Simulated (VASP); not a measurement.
# Ni7Ge4 (P-6m2) in VASP: relaxation of shape and atoms at fixed volume with PBEsol

Aim: the relaxation of shape and atoms at fixed volume of Ni7Ge4 with PBEsol.

All numbers are computed with VASP 6.6.1; they aren't measurements. Logs are shortened: lines on timing, memory, paths and dates and some standing lists are left out, and cuts for length are marked.

## (1) The cell of the first run

Symmetry: P-6m2, No. 187, hexagonal system. Conventional cell: a = 3.817 Å, b = 3.817 Å, c = 9.529 Å, α = 90.00°, β = 90.00°, γ = 120.00°. Within 3.2 Å of Ni (site symmetry 3m) lie 8 Ni at 2.40 to 2.51 Å and 6 Ge at 2.51 to 2.56 Å. Within 3.1 Å of Ni (site symmetry 3m) lie 5 Ni at 2.31 to 2.51 Å and 6 Ge at 2.47 to 2.49 Å. Ni (site symmetry -6m2) has 5 Ge at 2.20 to 2.50 Å and 6 Ni at 2.51 Å within 2.9 Å. Ni (site symmetry 3m) has 5 Ge at 2.21 to 2.41 Å and 6 Ni at 2.51 Å within 2.9 Å. Ge (site symmetry 3m) has 10 Ni at 2.21 to 2.56 Å within 2.9 Å. Ge (site symmetry -6m2) has 8 Ni at 2.35 to 2.49 Å and 6 Ge at 3.16 Å within 3.2 Å. Within 2.9 Å of Ge (site symmetry -6m2) lie 11 Ni at 2.20 to 2.51 Å.

## (2) Relaxation of shape and atoms at fixed volume, PBEsol (10.93 Å³/atom)

INCAR reads:

```
PREC = Accurate
ENCUT = 600
EDIFF = 1E-6
ISMEAR = 0
SIGMA = 0.1
LREAL = F
LASPH = T
NELM = 60
ALGO = Fast
ISIF = 4
LWAVE = F
LCHARG = F
GGA = PS
IBRION = 2
NSW = 50
EDIFFG = -0.01
```

KPOINTS reads:

```
Automatic mesh
0
Gamma
  12 12 4
```

POSCAR reads:

```
Ni7Ge4
1.0
    3.8169306982      0.0000000000      0.0000000000
   -1.9084653491      3.3055589491      0.0000000000
    0.0000000000      0.0000000000      9.5285355299
Ni Ge
7 4
Direct
    0.0000000000      0.0000000000      0.3734915988
    0.0000000000      0.0000000000      0.8787475836
    0.0000000000      0.0000000000      0.1212524164
    0.0000000000      0.0000000000      0.6265084012
    0.6666666667      0.3333333333      0.5000000000
    0.3333333333      0.6666666667      0.2471103824
    0.3333333333      0.6666666667      0.7528896176
    0.6666666667      0.3333333333      0.2374179801
    0.6666666667      0.3333333333      0.7625820199
    0.3333333333      0.6666666667      0.0000000000
    0.3333333333      0.6666666667      0.5000000000
```

Potentials or basis: VASP PAW PBE potentials, release 64 (Ni, Ge_d).

The run is started by

```sh
> cat potpaw_PBE.64/Ni/POTCAR potpaw_PBE.64/Ge_d/POTCAR > POTCAR
> mpirun -np 1 vasp_std > vasp.out
```

OUTCAR:

```text
PREC = Accurate
   ENCUT = 600
   EDIFF = 1E-6
   ISMEAR = 0
   LREAL = F
   LASPH = T
   NELM = 60
   ISIF = 4
   GGA = PS
   IBRION = 2
   NSW = 50
   EDIFFG = -0.01

 ion  position               nearest neighbor table
   1  0.000  0.000  0.373-   3 2.40   4 2.41   6 2.51   6 2.51   6 2.51  11 2.51   5 2.51   5 2.51
                            11 2.51   5 2.51  11 2.51   8 2.56   8 2.56   8 2.56
   2  0.000  0.000  0.879-   3 2.31   4 2.40   9 2.47   9 2.47   9 2.47  10 2.49  10 2.49  10 2.49
                             7 2.51   7 2.51   7 2.51
   3  0.000  0.000  0.121-   2 2.31   1 2.40   8 2.47   8 2.47   8 2.47  10 2.49  10 2.49  10 2.49
                             6 2.51   6 2.51   6 2.51
   4  0.000  0.000  0.627-   2 2.40   1 2.41   7 2.51   7 2.51   7 2.51  11 2.51   5 2.51   5 2.51
                            11 2.51   5 2.51  11 2.51   9 2.56   9 2.56   9 2.56
   5  0.667  0.333  0.500-  11 2.20  11 2.20  11 2.20   8 2.50   9 2.50   1 2.51   4 2.51   1 2.51
                             4 2.51   1 2.51   4 2.51
   6  0.333  0.667  0.247-   8 2.21   8 2.21   8 2.21  10 2.35  11 2.41   3 2.51   3 2.51   3 2.51
                             1 2.51   1 2.51   1 2.51
   7  0.333  0.667  0.753-   9 2.21   9 2.21   9 2.21  10 2.35  11 2.41   2 2.51   2 2.51   2 2.51
                             4 2.51   4 2.51   4 2.51
   8  0.667  0.333  0.237-   6 2.21   6 2.21   6 2.21   3 2.47   3 2.47   3 2.47   5 2.50   1 2.56
                             1 2.56   1 2.56
   9  0.667  0.333  0.763-   7 2.21   7 2.21   7 2.21   2 2.47   2 2.47   2 2.47   5 2.50   4 2.56
                             4 2.56   4 2.56
  10  0.333  0.667  0.000-   6 2.35   7 2.35   2 2.49   3 2.49   2 2.49   3 2.49   2 2.49   3 2.49

  11  0.333  0.667  0.500-   5 2.20   5 2.20   5 2.20   7 2.41   6 2.41   1 2.51   4 2.51   4 2.51
                             1 2.51   4 2.51   1 2.51

  LATTYP: Found a hexagonal cell.
 ALAT       =     3.8169306982
 C/A-ratio  =     2.4963868310

  Lattice vectors:

 A1 = (   3.8169306982,   0.0000000000,   0.0000000000)
 A2 = (  -1.9084653491,   3.3055589491,   0.0000000000)
 A3 = (   0.0000000000,   0.0000000000,   9.5285355299)

Analysis of symmetry for initial positions (statically):
=====================================================================
 Subroutine PRICEL returns:
 Original cell was already a primitive cell.

 Routine SETGRP: Setting up the symmetry group for a
 hexagonal supercell.

 Subroutine GETGRP returns: Found 12 space group operations
 (whereof 12 operations were pure point group operations)
 out of a pool of 24 trial point group operations.

The static configuration has the point symmetry D_3h.

Analysis of symmetry for dynamics (positions and initial velocities):
=====================================================================
 Subroutine PRICEL returns:
 Original cell was already a primitive cell.

 Routine SETGRP: Setting up the symmetry group for a
 hexagonal supercell.

 Subroutine GETGRP returns: Found 12 space group operations
 (whereof 12 operations were pure point group operations)
 out of a pool of 24 trial point group operations.

The dynamic configuration has the point symmetry D_3h.

 Subroutine INISYM returns: Found 12 space group operations
 (whereof 12 operations are pure point group operations),
 and found     1 'primitive' translations

----------------------------------------------------------------------------------------

                                     Primitive cell

  volume of cell :     120.2224

  direct lattice vectors                    reciprocal lattice vectors
     3.816930698  0.000000000  0.000000000     0.261990609  0.151260349  0.000000000
    -1.908465349  3.305558949  0.000000000     0.000000000  0.302520698  0.000000000
     0.000000000  0.000000000  9.528535530     0.000000000  0.000000000  0.104947922

  length of vectors
     3.816930698  3.816930698  9.528535530     0.302520698  0.302520698  0.104947922

  position of ions in fractional coordinates (direct lattice)
     0.000000000  0.000000000  0.373491599
     0.000000000  0.000000000  0.878747584
     0.000000000  0.000000000  0.121252416
     0.000000000  0.000000000  0.626508401
     0.666666667  0.333333333  0.500000000
     0.333333333  0.666666667  0.247110382
     0.333333333  0.666666667  0.752889618
     0.666666667  0.333333333  0.237417980
     0.666666667  0.333333333  0.762582020
     0.333333333  0.666666667  0.000000000
     0.333333333  0.666666667  0.500000000

  ion indices of the primitive-cell ions
   primitive index   ion index
                 1           1
                 2           2
                 3           3
                 4           4
                 5           5
                 6           6
                 7           7
                 8           8
                 9           9
                10          10
                11          11

----------------------------------------------------------------------------------------

 KPOINTS: Automatic mesh

Automatic generation of k-mesh.
 Grid dimensions read from file:
 generate k-points for:   12   12    4

 Generating k-lattice:

  Cartesian coordinates                     Fractional coordinates (reciprocal lattice)
     0.021832551  0.012605029  0.000000000     0.083333333  0.000000000  0.000000000
     0.000000000  0.025210058  0.000000000     0.000000000  0.083333333  0.000000000
     0.000000000  0.000000000  0.026236980     0.000000000  0.000000000  0.250000000

  Length of vectors
     0.025210058  0.025210058  0.026236980

  Shift w.r.t. Gamma in fractional coordinates (k-lattice)
     0.000000000  0.000000000  0.000000000

 Subroutine IBZKPT returns following result:
 ===========================================

 Found     57 irreducible k-points:

 Following reciprocal coordinates:
            Coordinates               Weight
  0.000000  0.000000  0.000000      1.000000
  0.083333  0.000000  0.000000      6.000000
  0.166667  0.000000  0.000000      6.000000
  0.250000  0.000000  0.000000      6.000000
  0.333333  0.000000  0.000000      6.000000
  0.416667  0.000000  0.000000      6.000000
[... 16 lines left out ...]
  0.250000  0.000000  0.250000     12.000000
  0.333333  0.000000  0.250000     12.000000
 [... further k-points ...]
   k-points           NKPTS =     57   k-points in BZ     NKDIM =     57   number of bands    NBANDS=     75
   number of dos      NEDOS =    301   number of ions     NIONS =     11
   total plane-waves  NPLWV =  72000
   dimension x,y,z NGX =    30 NGY =   30 NGZ =   80
   dimension x,y,z NGXF=    60 NGYF=   60 NGZF=  160
   ions per type =               7   4
   NGX,Y,Z   is equivalent  to a cutoff of  13.07, 13.07, 13.96 a.u.
   NGXF,Y,Z  is equivalent  to a cutoff of  26.13, 26.13, 27.92 a.u.
 SYSTEM =  unknown system
   PREC   = accura    normal or accurate (medium, high low for compatibility)
   ISTART =      0    job   : 0-new  1-cont  2-samecut
   ICHARG =      2    charge: 1-file 2-atom 10-const
   ISPIN  =      1    spin polarized calculation?
   LNONCOLLINEAR =      F non collinear calculations
   LSORBIT =      F    spin-orbit coupling
   LASPH  =      T    aspherical Exc in radial PAW
   ENCUT  =  600.0 eV  44.10 Ry    6.64 a.u.   7.62  7.62 19.03*2*pi/ulx,y,z
   NELM   =     60;   NELMIN=  2; NELMDL= -5     # of ELM steps
   EDIFF  = 0.1E-05   stopping-criterion for ELM
   LREAL  =      F    real-space projection
   EDIFFG = -.1E-01   stopping-criterion for IOM
   NSW    =     50    number of steps for IOM
   IBRION =      2    ionic relax: 0-MD 1-quasi-New 2-CG
   NFREE  =      1    steps in history (QN), initial steepest desc. (CG)
   ISIF   =      4    stress and relaxation
   ISYM   =      2    0-nonsym 1-usesym 2-fastsym
   POTIM  = 0.5000    time-step for ionic-motion
   TEBEG  =    0.0;   TEEND  =   0.0 temperature during run
   PSTRESS=    0.0 pullay stress
   NELECT =     126.0000    total number of electrons
   NUPDOWN=      -1.0000    fix difference up-down
   EMIN   =  10.00;   EMAX   =-10.00  energy-range for DOS
   EFERMI =   0.00;   METHOD = LEGACY
   ISMEAR =     0;   SIGMA  =   0.10  broadening in eV -4-tet -1-fermi 0-gaus
   EFERMI_NEDOS =   21; number of points for ismear=-14 and -15
   IALGO  =     68    algorithm
   IMIX   =      4    mixing-type and parameters
     AMIX     =   0.40;   BMIX     =  1.00
     AMIX_MAG =   1.60;   BMIX_MAG =  1.00
  volume/ion in A,a.u.               =      10.93        73.75
  Fermi-wavevector in a.u.,A,eV,Ry     =   1.662914  3.142453 37.623978  2.765284
  Thomas-Fermi vector in A             =   2.749722
   LORBIT       =      0    0 simple, 1 ext, 2 COOP (PROOUT), +10 PAW based schemes
   GGA     = PS    functional components
   LHFCALC =     F    Hartree Fock is set to
   AEXX    =    0.0000 exact exchange contribution
   IVDW    =     0    specifies the selected vdW correction
   LEPSILON=     F    determine dielectric tensor
   LRPA    =     F    only Hartree local field effects (RPA)
 conjugate gradient relaxation of ions
 non-spin polarized calculation
 RMM-DIIS sequential band-by-band and
 Gauss-broadening in eV      SIGMA  =   0.10
  energy-cutoff  :      600.00
  volume of cell :      120.22
 maximum number of plane-waves:      4053
   NGX = 15   NGY = 15   NGZ = 39

--------------------------------------- Ionic step        1  -------------------------------------------

 number of electron     125.9999913 magnetization

 Free energy of the ion-electron system (eV)
  ---------------------------------------------------
  ext. energy  EPLUGINS =         0.00000000
  ---------------------------------------------------
  free energy    TOTEN  =       -65.58344143 eV

  energy without entropy =      -65.55419353  energy(sigma->0) =      -65.56881748

------------------------ aborting loop because EDIFF is reached ----------------------------------------

  FORCE on cell =-STRESS in cart. coord.  units (eV):
  Direction    XX          YY          ZZ          XY          YZ          ZX
  --------------------------------------------------------------------------------------
  -------------------------------------------------------------------------------------
  Total       16.8565028     16.8565028     16.1533411      0.0000000      0.0000000      0.0000000
  in kB      224.6429120    224.6429120    215.2720309      0.0000000      0.0000000      0.0000000
  external PRESSURE =     221.5192849 kB  Pullay stress =       0.0000000 kB
[... 302 lines left out ...]
--------------------------------------- Ionic step        8  -------------------------------------------

 number of electron     125.9999928 magnetization

 Free energy of the ion-electron system (eV)
  ---------------------------------------------------
  ext. energy  EPLUGINS =         0.00000000
  ---------------------------------------------------
  free energy    TOTEN  =       -65.58657334 eV

  energy without entropy =      -65.55776599  energy(sigma->0) =      -65.57216967

 E-fermi :  11.1156     XC(G=0): -13.7481

 val. band max:       11.1020744351   @ k =   0.2500   0.0833   0.2500
 cond. band min:      11.1197197059   @ k =   0.2500   0.2500   0.0000
 fundamental gap:      0.0176452708
 Fermi energy:        11.1155694116

 k-point     1 :       0.0000    0.0000    0.0000
  band No.  band energies     occupation
      1     -13.7894      2.00000
      2     -13.7861      2.00000
      3     -13.7555      2.00000
      4     -13.7519      2.00000
      5     -13.7519      2.00000
      6     -13.7478      2.00000
[... 1861 lines left out ...]
     74      16.8973      0.00000
     75      18.0725      0.00000

 [... further k-points ...]

------------------------ aborting loop because EDIFF is reached ----------------------------------------

  FORCE on cell =-STRESS in cart. coord.  units (eV):
  Direction    XX          YY          ZZ          XY          YZ          ZX
  --------------------------------------------------------------------------------------
  -------------------------------------------------------------------------------------
  Total       16.5020655     16.5020655     16.5058633      0.0000000      0.0000000      0.0000000
  in kB      219.9194044    219.9194044    219.9700172      0.0000000      0.0000000      0.0000000
  external PRESSURE =     219.9362753 kB  Pullay stress =       0.0000000 kB
[... 26 lines left out ...]
  FREE ENERGIE OF THE ION-ELECTRON SYSTEM (eV)
  ---------------------------------------------------
  free  energy   TOTEN  =       -65.5865733427 eV

  energy  without entropy=      -65.5577659895  energy(sigma->0) =      -65.57216967

 reached required accuracy - stopping structural energy minimisation
```

Wall time 1.5 h (1 thread of Oxide Virtual Turin-like, shared host); peak memory 0.55 GiB.

What came out:

```
Free energy               : -65.5866 eV
Energy gained by relaxing : 0.3 meV/atom
Ionic steps               : 8
Pressure after relaxing   : 22.0 GPa
Band gap on the k mesh    : zero (bands 63 and 64 overlap by 3.17 eV)
```

Forces on the atoms (eV/Å):
```
Ni   0.000  0.000  0.002
Ni   0.000  0.000  0.003
Ni   0.000  0.000 -0.003
Ni   0.000  0.000 -0.002
Ni   0.000  0.000  0.000
Ni   0.000  0.000  0.002
Ni   0.000  0.000 -0.002
Ge   0.000  0.000 -0.001
Ge   0.000  0.000  0.001
Ge   0.000  0.000  0.000
Ge   0.000  0.000  0.000
```

Step by step:
```tsv
step	energy change (eV)	largest force (eV/Å)	pressure (GPa)	volume (Å³)
1	0.0000	0.0863	22.15	120.22
2	-0.0016	0.0795	22.05	120.22
3	-0.0016	0.0772	22.15	120.22
4	-0.0024	0.0526	21.99	120.22
5	-0.0029	0.0299	21.95	120.22
6	-0.0030	0.0420	21.95	120.22
7	-0.0031	0.0215	21.92	120.22
8	-0.0031	0.0026	21.99	120.22
```

Final structure:
```cif
data_structure
_symmetry_space_group_name_H-M 'P 1'
_symmetry_Int_Tables_number 1
_cell_length_a 3.8211
_cell_length_b 3.8211
_cell_length_c 9.5080
_cell_angle_alpha 90.000
_cell_angle_beta 90.000
_cell_angle_gamma 120.000
_cell_volume 120.22
loop_
_atom_site_label
_atom_site_type_symbol
_atom_site_fract_x
_atom_site_fract_y
_atom_site_fract_z
_atom_site_occupancy
Ni1 Ni 0.00000 0.00000 0.37351 1
Ni2 Ni 0.00000 0.00000 0.87889 1
Ni3 Ni 0.00000 0.00000 0.12111 1
Ni4 Ni 0.00000 0.00000 0.62649 1
Ni5 Ni 0.66667 0.33333 0.50000 1
Ni6 Ni 0.33333 0.66667 0.24806 1
Ni7 Ni 0.33333 0.66667 0.75194 1
Ge1 Ge 0.66667 0.33333 0.23519 1
Ge2 Ge 0.66667 0.33333 0.76481 1
Ge3 Ge 0.33333 0.66667 0.00000 1
Ge4 Ge 0.33333 0.66667 0.50000 1
```

Caveat: the PAW data sets were made with another functional, which shifts forces and pressure a little. Spin polarisation is off, so any magnetic state and its effect on volume and gap are missing.
